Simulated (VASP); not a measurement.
A run of VASP 6.6.1 is set up as follows.

File POSCAR:

```
KBr
1.0
    0.0000000000      3.3024387157      3.3024387157
    3.3024387157      0.0000000000      3.3024387157
    3.3024387157      3.3024387157      0.0000000000
K Br
1 1
Direct
    0.0000000000      0.0000000000      0.0000000000
    0.5000000000      0.5000000000      0.5000000000
```

INCAR.step1

```
SYSTEM = KBr
ALGO = Normal
EDIFF = 1E-5
ENCUT = 520
GGA = PE
ISIF = 2
ISMEAR = 0
LASPH = .True.
LCHARG = .False.
LREAL = .False.
LWAVE = .True.
NBANDS = 15
NELM = 100
PREC = Accurate
SIGMA = 0.01
```

The input INCAR.step2:

```
SYSTEM = KBr
AEXX = 0.25
ALGO = Normal
EDIFF = 1E-7
ENCUT = 520
GGA = PE
ISIF = 2
ISMEAR = 0
ISTART = 1
LASPH = .True.
LCHARG = .False.
LHFCALC = .True.
LREAL = .False.
LWAVE = .False.
NBANDS = 15
NELM = 100
PREC = Accurate
PRECFOCK = Normal
SIGMA = 0.01
```

The input KPOINTS:

```
k-points
0
Gamma
  4 4 4
  0 0 0
```

Potentials or basis: VASP PAW PBE potentials, release 64 (K_sv, Br).

Launch:

```console
$ cat potpaw_PBE.64/K_sv/POTCAR potpaw_PBE.64/Br/POTCAR > POTCAR
$ cp INCAR.step1 INCAR
$ mpirun -np 1 vasp_std > vasp.out
$ cp INCAR.step2 INCAR
$ mpirun -np 1 vasp_std > vasp.out
```

Question: What does it give for the pressure?

Answer: 0.4 GPa.

Question: Predict the band gap on the k mesh.

Answer: 6.32 eV.

Caveat: the PAW data sets were made with another functional, which shifts forces and pressure a little.
